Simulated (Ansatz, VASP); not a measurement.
**One calculation of ZrC, two programs**

Contents of INCAR:

```
ALGO = Normal ; EDIFF = 1E-6
ENCUT = 520 ; GGA = PE
ISIF = 2 ; ISMEAR = 0
LASPH = T ; LCHARG = F
LREAL = F ; LWAVE = F
NBANDS = 15 ; NELM = 80
PREC = Accurate ; SIGMA = 0.15
```

File KPOINTS:

```
k-points
0
Gamma
  18 18 18
```

File POSCAR:

```
ZrC
1.0
    0.0000000000      2.3502100000      2.3502100000
    2.3502100000      0.0000000000      2.3502100000
    2.3502100000      2.3502100000      0.0000000000
Zr C
1 1
Direct
    0.4323043363      0.5676956637      0.5000000000
    0.0000000000      0.0000000000      0.0000000000
```

Input for Ansatz:

```yaml
crystal:
  lattice:
    - [0.0, 2.35021, 2.35021]
    - [2.35021, 0.0, 2.35021]
    - [2.35021, 2.35021, 0.0]
  atoms:
    - { symbol: Zr, position: [0.4323043363, 0.5676956637, 0.5] }
    - { symbol: C, position: [0.0, 0.0, 0.0] }
basis:
  ecutwfc: 420
kpoints:
  mp_grid: { grid: [18, 18, 18] }
hamiltonian:
  xc: pbe
scf:
  occupations: { method: gaussian, width: 0.15 }
output:
  forces: true
  stress: true
  eigenvalues: true
```

Change from the starting cell: all Zr atoms moved +0.225 Å, as atom 1 along Cartesian [1 -1 0].

Alike in both runs: task single point; functional PBE; k mesh 18 × 18 × 18; occupations gaussian, width 0.15 eV; no spin polarisation.

```csv
,VASP,Ansatz
version,VASP 6.6.1,Ansatz 0.2.0
potentials or method,"VASP PAW PBE potentials, release 64 (Zr_sv, C), cutoff 520 eV","scalar-relativistic, plane waves, PAW"
valence electrons in the cell,16,16
```

Ansatz gave:

* gap on the k mesh at the Fermi level (eV): none
* pressure (GPa): 5.1
* traceless stress, the component that is largest in VASP (GPa): -4.83
* rms of the force components (eV/Å): 0.870

Problem. Which values does VASP return?

Solution. gap on the k mesh at the Fermi level (eV): none; pressure (GPa): 5.4; traceless stress, the component that is largest in VASP (GPa): -4.85; rms of the force components (eV/Å): 0.873.

Atom by atom the forces differ by 0.003 eV/Å (rms over components). A gap of «none» marks a metal or a gap that the smearing closes.
